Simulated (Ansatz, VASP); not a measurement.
## Al: VASP beside Ansatz

```
Al
1.0
    -1.61397    1.61397    1.61397
     1.61397   -1.61397    1.61397
     1.61397    1.61397   -1.61397
Al
1
Direct
  0.00000 0.00000 0.00000
```

Alike in both runs: task single point; functional PBEsol; k mesh 18 × 18 × 18; occupations gaussian, width 0.1 eV; no spin polarisation.

```csv
,VASP,Ansatz
version,VASP 6.6.1,Ansatz 0.2.0
potentials or method,"VASP PAW PBE potentials, release 64 (Al), cutoff 520 eV","scalar-relativistic, plane waves, PAW"
valence electrons in the cell,3,3
```

```csv
,VASP,Ansatz,Ansatz less VASP
gap on the k mesh at the Fermi level (eV),none,none,-
pressure (GPa),-0.9,-1.0,-0.06
```

VASP's potentials were made for PBE, not for PBEsol. A gap of «none» marks a metal or a gap that the smearing closes. With one functional, cell and mesh, what is left measures potentials, basis and numerics.
